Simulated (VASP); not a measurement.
Input of a VASP 6.6.1 run:

Contents of INCAR:

```
PREC = Accurate
ENCUT = 400
EDIFF = 1E-6
ISMEAR = -1
SIGMA = 0.002
LREAL = F
LASPH = T
NELM = 120
ALGO = Normal
ISIF = 2
LWAVE = F
LCHARG = F
GGA = PS
NBANDS = 106
GGA_COMPAT = F
```

The input KPOINTS:

```
Automatic mesh
0
Gamma
  2 2 2
```

Contents of POSCAR:

```
Ti8HAu8
1.0
    6.6445240000      0.0000000000      0.0000000000
    0.0000000000      6.6445240000      0.0000000000
    0.0000000000      0.0000000000      6.1029220000
Ti Au H
8 8 1
Direct
   -0.0120851396      0.2400322431      0.8444807258
    0.2484903358     -0.0012340989      0.1360495841
    0.0083978928      0.7600694948      0.8999459603
    0.2581975774      0.5371340370      0.1035241807
    0.4969957216      0.2767843114      0.8725328621
    0.7970473129      0.0539391535      0.1311830628
    0.5150858060      0.7488271545      0.8713694850
    0.7612734938      0.4689726457      0.0943482483
    0.0223341807      0.2701472671      0.3711336963
    0.1932869834     -0.0502368567      0.6457726315
   -0.0117540399      0.7364560652      0.3552888272
    0.2326125995      0.5031662163      0.6406930975
    0.4570681060      0.2674382695      0.3346102080
    0.7824337755      0.0049664957      0.6472145638
    0.5161543551      0.7507385029      0.3425080642
    0.7483606049      0.5108116097      0.6295836650
    0.5602357671      0.0499509069      0.0127316063
```

Potentials or basis: VASP PAW PBE potentials, release 64 (Ti_sv, Au, H).

Command:

```console
$ cat potpaw_PBE.64/Ti_sv/POTCAR potpaw_PBE.64/Au/POTCAR potpaw_PBE.64/H/POTCAR > POTCAR
$ mpirun -np 1 vasp_std > vasp.out
```

Question: Predict the pressure.

Answer: 3.1 GPa.

Question: Estimate the band gap on the k mesh.

Answer: Zero (an odd number of electrons rules out a gap without spin polarisation).

Question: Estimate the largest force.

Answer: 4.493 eV/Å.

Forces in eV/Å, atoms in the order of the input:
```
Ti   2.288  1.776  0.539
Ti   0.148 -0.024 -0.105
Ti  -1.851 -1.418 -0.464
Ti  -0.436 -1.485  1.678
Ti  -0.236 -0.921 -1.986
Ti  -1.435 -1.904  1.472
Ti   0.135  1.051 -0.922
Ti  -0.313  1.879  1.956
Au  -0.205 -0.084 -0.462
Au   3.813  2.117 -1.079
Au  -0.385 -0.053 -1.104
Au   1.146  0.681  0.462
Au   1.355  0.142  1.221
Au  -2.606 -0.756 -1.379
Au   0.235  0.390  0.409
Au  -0.216 -0.363  0.124
H   -1.438 -1.028 -0.361
```

Caveat: the k points lie up to 0.51 Å⁻¹ apart, too coarse for converged energies and pressures of a metal; the atoms stand as in a frame of molecular dynamics; the PAW data sets were made with another functional, which shifts forces and pressure a little; spin-orbit coupling is left out, which moves the levels of the heavy elements.
